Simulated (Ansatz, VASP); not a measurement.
**One calculation of AlN, two programs**

Contents of INCAR:

```
SYSTEM = AlN
PREC = Accurate
ENCUT = 520
EDIFF = 1E-6
ISMEAR = 0
SIGMA = 0.05
LREAL = .FALSE.
LASPH = .TRUE.
NELM = 100
ALGO = Normal
ISIF = 2
LWAVE = .FALSE.
LCHARG = .FALSE.
GGA = PS
NBANDS = 16
```

The input KPOINTS:

```
regular mesh
0
G
  9 9 6
  0 0 0
```

File POSCAR:

```
AlN
1.0
    3.4468726597      0.0000000000      0.0000000000
   -1.7234363299      2.9850792869      0.0000000000
    0.0000000000      0.0000000000      4.2537855494
Al N
2 2
Direct
    0.3333333333      0.6666666667      0.7500000000
    0.6666666667      0.3333333333      0.2500000000
    0.3333333333      0.6666666667      0.2500000000
    0.6666666667      0.3333333333      0.7500000000
```

Input for Ansatz:

```yaml
crystal:
  lattice:
    - [3.4468726597, 0.0, 0.0]
    - [-1.7234363299, 2.9850792869, 0.0]
    - [0.0, 0.0, 4.2537855494]
  atoms:
    - { symbol: Al, position: [0.3333333333, 0.6666666667, 0.75] }
    - { symbol: Al, position: [0.6666666667, 0.3333333333, 0.25] }
    - { symbol: "N", position: [0.3333333333, 0.6666666667, 0.25] }
    - { symbol: "N", position: [0.6666666667, 0.3333333333, 0.75] }
basis:
  ecutwfc: 520.0
kpoints:
  mp_grid: { grid: [9, 9, 6] }
hamiltonian:
  xc: pbesol
  pseudopotentials: { kind: paw, azcp: { folder: soft_1 } }
scf:
  occupations: { method: gaussian, width: 0.05 }
output:
  forces: true
  stress: true
  eigenvalues: true
```

Alike in both runs: task single point; functional PBEsol; k mesh 9 × 9 × 6; occupations gaussian, width 0.05 eV; no spin polarisation.

```csv
,VASP,Ansatz
version,VASP 6.6.1,Ansatz 0.2.0
potentials or method,"VASP PAW PBE potentials, release 64 (Al, N), cutoff 520 eV","scalar-relativistic, plane waves, PAW"
valence electrons in the cell,16,16
```

VASP gave:

* gap on the k mesh at the Fermi level (eV): 2.57
* least direct gap on the mesh (eV): 2.57
* pressure (GPa): -19.8
* traceless stress, the component that is largest in VASP (GPa): 3.07

**Question.** Which values does Ansatz return?

**Answer.** gap on the k mesh at the Fermi level (eV): 2.56; least direct gap on the mesh (eV): 2.56; pressure (GPa): -19.7; traceless stress, the component that is largest in VASP (GPa): 3.05.

VASP's potentials were made for PBE, not for PBEsol, and Ansatz warns of the same on its side.
